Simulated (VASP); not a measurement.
# CaO (I4/mmm) in VASP: further runs

The runs below take CaO through single point, with r2SCAN.

Everything below comes from runs of VASP 6.6.1. Logs are shortened: lines on timing, memory, paths and dates and some standing lists are left out, and cuts for length are marked.

### 1 The cell of the first run

It takes space group I4/mmm (No. 139, tetragonal). The conventional cell has a = 3.602 Å, b = 3.602 Å, c = 4.702 Å, α = 90.00°, β = 90.00°, γ = 90.00°. Ca (site symmetry 4/mmm) has 6 O at 2.35 to 2.55 Å within 3.1 Å. O (site symmetry 4/mmm) has 6 Ca at 2.35 to 2.55 Å within 3.1 Å.

### 2 Single point, r2SCAN (strain +0.040 along x and y, -0.040 along z)

Contents of POSCAR:

```
CaO
1.0
    0.0000000000      2.5469600000      2.3510400000
    2.5469600000      0.0000000000      2.3510400000
    2.5469600000      2.5469600000      0.0000000000
Ca O
1 1
Direct
    0.0000000000      0.0000000000      0.0000000000
    0.5000000000      0.5000000000      0.5000000000
```

Contents of INCAR.step1:

```
ALGO     = Normal         # electronic algorithm
EDIFF    = 1E-4           # SCF threshold, eV
ENCUT    = 520            # plane-wave cutoff, eV
GGA      = PE             # functional
ISMEAR   = 0              # smearing method
LASPH    = T              # aspherical terms in the spheres
LCHARG   = F              # write CHGCAR
LREAL    = F              # projectors in reciprocal space
LWAVE    = T              # write WAVECAR
NBANDS   = 15             # bands
NELM     = 80             # most SCF steps
PREC     = Accurate       # precision mode
SIGMA    = 0.05           # smearing width, eV
```

Contents of INCAR.step2:

```
ALGO     = Normal         # electronic algorithm
EDIFF    = 1E-6           # SCF threshold, eV
ENCUT    = 520            # plane-wave cutoff, eV
ISIF     = 2              # what is computed and relaxed
ISMEAR   = 0              # smearing method
ISTART   = 1            
LASPH    = T              # aspherical terms in the spheres
LCHARG   = T              # write CHGCAR
LELF     = T              # ELF
LMIXTAU  = T            
LREAL    = F              # projectors in reciprocal space
LVHAR    = T            
LWAVE    = F              # write WAVECAR
METAGGA  = R2SCAN         # meta-GGA
NBANDS   = 15             # bands
NELM     = 80             # most SCF steps
PREC     = Accurate       # precision mode
SIGMA    = 0.05           # smearing width, eV
```

Contents of KPOINTS:

```
k-points
0
Gamma
  8 8 8
```

Potentials or basis: VASP PAW PBE potentials, release 64 (Ca_sv, O).

Run with:

```
$ cat potpaw_PBE.64/Ca_sv/POTCAR potpaw_PBE.64/O/POTCAR > POTCAR
$ cp INCAR.step1 INCAR
$ mpirun -np 1 vasp_std > vasp.out
$ cp INCAR.step2 INCAR
$ mpirun -np 1 vasp_std > vasp.out
```

OUTCAR:

```text
EDIFF = 1E-6
   ENCUT = 520
   ISIF = 2
   ISMEAR = 0
   ISTART = 1
   LASPH = T
   LREAL = F
   METAGGA = R2SCAN
   NELM = 80
   PREC = Accurate

 ion  position               nearest neighbor table
   1  0.000  0.000  0.000-   2 2.35   2 2.35   2 2.55   2 2.55   2 2.55   2 2.55
   2  0.500  0.500  0.500-   1 2.35   1 2.35   1 2.55   1 2.55   1 2.55   1 2.55

  LATTYP: Found a body centered tetragonal cell.
 ALAT       =     3.6019453748
 C/A-ratio  =     1.3054279037

  Lattice vectors:

 A1 = (   0.0000000000,  -2.5469600000,  -2.3510400000)
 A2 = (   0.0000000000,   2.5469600000,  -2.3510400000)
 A3 = (   2.5469600000,   0.0000000000,   2.3510400000)

Analysis of symmetry for initial positions (statically):
=====================================================================
 Subroutine PRICEL returns:
 Original cell was already a primitive cell.

 Routine SETGRP: Setting up the symmetry group for a
 body centered tetragonal supercell.

 Subroutine GETGRP returns: Found 16 space group operations
 (whereof 16 operations were pure point group operations)
 out of a pool of 16 trial point group operations.

The static configuration has the point symmetry D_4h.

Analysis of symmetry for dynamics (positions and initial velocities):
=====================================================================
 Subroutine PRICEL returns:
 Original cell was already a primitive cell.

 Routine SETGRP: Setting up the symmetry group for a
 body centered tetragonal supercell.

 Subroutine GETGRP returns: Found 16 space group operations
 (whereof 16 operations were pure point group operations)
 out of a pool of 16 trial point group operations.

The dynamic configuration has the point symmetry D_4h.

 Subroutine INISYM returns: Found 16 space group operations
 (whereof 16 operations are pure point group operations),
 and found     1 'primitive' translations

----------------------------------------------------------------------------------------

                                     Primitive cell

  volume of cell :      30.5024

  direct lattice vectors                    reciprocal lattice vectors
     0.000000000  2.546960000  2.351040000    -0.196312467  0.196312467  0.212671839
     2.546960000  0.000000000  2.351040000     0.196312467 -0.196312467  0.212671839
     2.546960000  2.546960000  0.000000000     0.196312467  0.196312467 -0.212671839

  length of vectors
     3.466178634  3.466178634  3.601945375     0.349723434  0.349723434  0.349723434

  position of ions in fractional coordinates (direct lattice)
     0.000000000  0.000000000  0.000000000
     0.500000000  0.500000000  0.500000000

  ion indices of the primitive-cell ions
   primitive index   ion index
                 1           1
                 2           2

----------------------------------------------------------------------------------------

 KPOINTS: k-points

Automatic generation of k-mesh.
 Grid dimensions read from file:
 generate k-points for:    8    8    8

 Generating k-lattice:

  Cartesian coordinates                     Fractional coordinates (reciprocal lattice)
    -0.024539058  0.024539058  0.026583980     0.125000000  0.000000000  0.000000000
     0.024539058 -0.024539058  0.026583980     0.000000000  0.125000000  0.000000000
     0.024539058  0.024539058 -0.026583980     0.000000000  0.000000000  0.125000000

  Length of vectors
     0.043715429  0.043715429  0.043715429

  Shift w.r.t. Gamma in fractional coordinates (k-lattice)
     0.000000000  0.000000000  0.000000000

 Subroutine IBZKPT returns following result:
 ===========================================

 Found     59 irreducible k-points:

 Following reciprocal coordinates:
            Coordinates               Weight
  0.000000  0.000000  0.000000      1.000000
  0.125000  0.000000  0.000000      8.000000
  0.250000  0.000000  0.000000      8.000000
  0.375000  0.000000  0.000000      8.000000
  0.500000  0.000000  0.000000      4.000000
  0.125000  0.125000  0.000000      2.000000
[... 16 lines left out ...]
  0.250000  0.000000  0.125000     16.000000
  0.375000  0.000000  0.125000     16.000000
 [... further k-points ...]
   k-points           NKPTS =     59   k-points in BZ     NKDIM =     59   number of bands    NBANDS=     15
   number of dos      NEDOS =    301   number of ions     NIONS =      2
   total plane-waves  NPLWV =  21952
   dimension x,y,z NGX =    28 NGY =   28 NGZ =   28
   dimension x,y,z NGXF=    56 NGYF=   56 NGZF=   56
   ions per type =               1   1
   NGX,Y,Z   is equivalent  to a cutoff of  13.43, 13.43, 12.92 a.u.
   NGXF,Y,Z  is equivalent  to a cutoff of  26.86, 26.86, 25.85 a.u.
 SYSTEM =  unknown system
   PREC   = accura    normal or accurate (medium, high low for compatibility)
   ISTART =      1    job   : 0-new  1-cont  2-samecut
   ICHARG =      0    charge: 1-file 2-atom 10-const
   ISPIN  =      1    spin polarized calculation?
   LNONCOLLINEAR =      F non collinear calculations
   LSORBIT =      F    spin-orbit coupling
   LASPH  =      T    aspherical Exc in radial PAW
   ENCUT  =  520.0 eV  38.22 Ry    6.18 a.u.   6.44  6.44  6.70*2*pi/ulx,y,z
   NELM   =     80;   NELMIN=  2; NELMDL=  0     # of ELM steps
   EDIFF  = 0.1E-05   stopping-criterion for ELM
   LREAL  =      F    real-space projection
   EDIFFG = 0.1E-04   stopping-criterion for IOM
   NSW    =      0    number of steps for IOM
   IBRION =     -1    ionic relax: 0-MD 1-quasi-New 2-CG
   NFREE  =      0    steps in history (QN), initial steepest desc. (CG)
   ISIF   =      2    stress and relaxation
   ISYM   =      2    0-nonsym 1-usesym 2-fastsym
   POTIM  = 0.5000    time-step for ionic-motion
   TEBEG  =    0.0;   TEEND  =   0.0 temperature during run
   PSTRESS=    0.0 pullay stress
   NELECT =      16.0000    total number of electrons
   NUPDOWN=      -1.0000    fix difference up-down
   EMIN   =  10.00;   EMAX   =-10.00  energy-range for DOS
   EFERMI =   0.00;   METHOD = LEGACY
   ISMEAR =     0;   SIGMA  =   0.05  broadening in eV -4-tet -1-fermi 0-gaus
   EFERMI_NEDOS =   21; number of points for ismear=-14 and -15
   IALGO  =     38    algorithm
   IMIX   =      4    mixing-type and parameters
     AMIX     =   0.40;   BMIX     =  1.00
     AMIX_MAG =   1.60;   BMIX_MAG =  1.00
  volume/ion in A,a.u.               =      15.25       102.92
  Fermi-wavevector in a.u.,A,eV,Ry     =   1.320292  2.494991 23.717289  1.743172
  Thomas-Fermi vector in A             =   2.450129
   LORBIT       =      0    0 simple, 1 ext, 2 COOP (PROOUT), +10 PAW based schemes
   METAGGA = R2SCAN    functional components
   LHFCALC =     F    Hartree Fock is set to
   AEXX    =    0.0000 exact exchange contribution
   IVDW    =     0    specifies the selected vdW correction
   LEPSILON=     F    determine dielectric tensor
   LRPA    =     F    only Hartree local field effects (RPA)
 non-spin polarized calculation
 Gauss-broadening in eV      SIGMA  =   0.05
  energy-cutoff  :      520.00
  volume of cell :       30.50
 maximum number of plane-waves:       840
 NGX is ok and might be reduce to    28
   NGX = 13   NGY = 13   NGZ = 13

 number of electron      16.0000001 magnetization

 Free energy of the ion-electron system (eV)
  ---------------------------------------------------
  ext. energy  EPLUGINS =         0.00000000
  ---------------------------------------------------
  free energy    TOTEN  =       -19.33055137 eV

  energy without entropy =      -19.33055137  energy(sigma->0) =      -19.33055137

 E-fermi :   1.8953     XC(G=0): -10.5752

 val. band max:        1.6176301072   @ k =   0.0000   0.0000   0.0000
 cond. band min:       5.5413911938   @ k =   0.5000   0.5000   0.0000
 fundamental gap:      3.9237610866
 Fermi energy:         1.8953407230

 k-point     1 :       0.0000    0.0000    0.0000
  band No.  band energies     occupation
      1     -37.9179      2.00000
      2     -17.8906      2.00000
      3     -17.8906      2.00000
      4     -17.8266      2.00000
      5     -14.7992      2.00000
      6       1.4659      2.00000
      7       1.4659      2.00000
      8       1.6176      2.00000
      9       6.0386      0.00000
     10       8.0084      0.00000
     11       8.0085      0.00000
     12       8.4647      0.00000
     13       9.2308      0.00000
     14      10.1129      0.00000
     15      16.7276      0.00000

 k-point     2 :       0.1250    0.0000    0.0000
  band No.  band energies     occupation
      1     -37.9081      2.00000
      2     -18.0196      2.00000
      3     -17.9009      2.00000
      4     -17.8540      2.00000
      5     -14.6284      2.00000
      6       1.0229      2.00000
      7       1.2960      2.00000
      8       1.3854      2.00000
      9       6.6828      0.00000
     10       8.0620      0.00000
     11       8.2786      0.00000
     12       8.5740      0.00000
     13       9.5343      0.00000
     14      10.4639      0.00000
     15      17.2036      0.00000

 k-point     3 :       0.2500    0.0000    0.0000
  band No.  band energies     occupation
      1     -37.8845      2.00000
      2     -18.3370      2.00000
      3     -17.9256      2.00000
      4     -17.8638      2.00000
      5     -14.2647      2.00000
      6       0.1212      2.00000
      7       0.9262      2.00000
      8       0.9602      2.00000
      9       8.0050      0.00000
     10       8.2230      0.00000
     11       8.9814      0.00000
     12       9.0899      0.00000
     13      10.2829      0.00000
     14      11.2896      0.00000
     15      17.2281      0.00000
[... 343 lines left out ...]
 k-point    23 :       0.2500    0.0000    0.1250
  band No.  band energies     occupation
      1     -37.8879      2.00000
      2     -18.2148      2.00000
      3     -17.9281      2.00000
      4     -17.8794      2.00000
      5     -14.4351      2.00000
      6       0.2169      2.00000
      7       1.1108      2.00000
      8       1.2533      2.00000
      9       7.4532      0.00000
     10       7.8571      0.00000
     11       9.0939      0.00000
     12       9.3382      0.00000
     13      10.3509      0.00000
     14      10.7698      0.00000
     15      17.8068      0.00000

 k-point    24 :       0.3750    0.0000    0.1250
  band No.  band energies     occupation
      1     -37.8642      2.00000
      2     -18.4731      2.00000
      3     -17.9614      2.00000
      4     -17.8968      2.00000
      5     -14.1360      2.00000
      6      -0.3193      2.00000
      7       0.6720      2.00000
      8       0.8544      2.00000
      9       7.8557      0.00000
     10       9.0080      0.00000
     11       9.7523      0.00000
     12       9.9416      0.00000
     13      11.2038      0.00000
     14      11.5129      0.00000
     15      16.5301      0.00000

 [... further k-points ...]

------------------------ aborting loop because EDIFF is reached ----------------------------------------

  FORCE on cell =-STRESS in cart. coord.  units (eV):
  Direction    XX          YY          ZZ          XY          YZ          ZX
  --------------------------------------------------------------------------------------
  -------------------------------------------------------------------------------------
  Total       -2.0468539     -2.0468539     -0.1936421      0.0000000      0.0000000     -0.0000000
  in kB     -107.5135432   -107.5135432    -10.1712941      0.0000000      0.0000000     -0.0000000
  external PRESSURE =     -75.0661268 kB  Pullay stress =       0.0000000 kB

 VOLUME and BASIS-vectors are now :
 -----------------------------------------------------------------------------
  energy-cutoff  :      520.00
  volume of cell :       30.50
      direct lattice vectors                 reciprocal lattice vectors
     0.000000000  2.546960000  2.351040000    -0.196312467  0.196312467  0.212671839
     2.546960000  0.000000000  2.351040000     0.196312467 -0.196312467  0.212671839
     2.546960000  2.546960000  0.000000000     0.196312467  0.196312467 -0.212671839

 POSITION                                       TOTAL-FORCE (eV/Angst)
 -----------------------------------------------------------------------------------
      0.00000      0.00000      0.00000         0.000000      0.000000      0.000000
      2.54696      2.54696      2.35104        -0.000000     -0.000000      0.000000
 -----------------------------------------------------------------------------------
    total drift:                                0.000000      0.000000      0.000000

  FREE ENERGIE OF THE ION-ELECTRON SYSTEM (eV)
  ---------------------------------------------------
  free  energy   TOTEN  =       -19.3305513713 eV

  energy  without entropy=      -19.3305513713  energy(sigma->0) =      -19.33055137
```

It took 54 s on 1 thread of Intel Xeon 6975P-C (Granite Rapids), shared host; peak memory 0.17 GiB.

What came out:

```
Free energy            : -19.3306 eV
Pressure               : -7.5 GPa
Band gap on the k mesh : 3.92 eV, indirect (least direct gap 4.42 eV)
```

Stress tensor (GPa, compression positive):
```
-10.75   0.00   0.00
  0.00 -10.75   0.00
  0.00   0.00  -1.02
```

Levels at points of the mesh, in eV from the valence-band top:
| k point | band 6 | band 7 | band 8 | band 9 | band 10 | band 11 |
| --- | --- | --- | --- | --- | --- | --- |
| (0.00, 0.00, 0.00) | -0.15 | -0.15 | 0.00 | 4.42 | 6.39 | 6.39 |
| (0.50, 0.00, 0.00) | -2.50 | -1.17 | -1.14 | 7.14 | 8.34 | 8.46 |
| (0.50, 0.50, 0.00) | -1.13 | -0.62 | -0.62 | 3.92 | 8.11 | 9.01 |
| (0.50, 0.00, 0.50) | -1.54 | -0.47 | -0.36 | 4.22 | 7.84 | 9.14 |

Caveat: the cell differs from its parent crystal (strain +0.040 along x and y, -0.040 along z); the PAW data sets were made with another functional, which shifts forces and pressure a little.

(Part 1 of 2 ends here.)
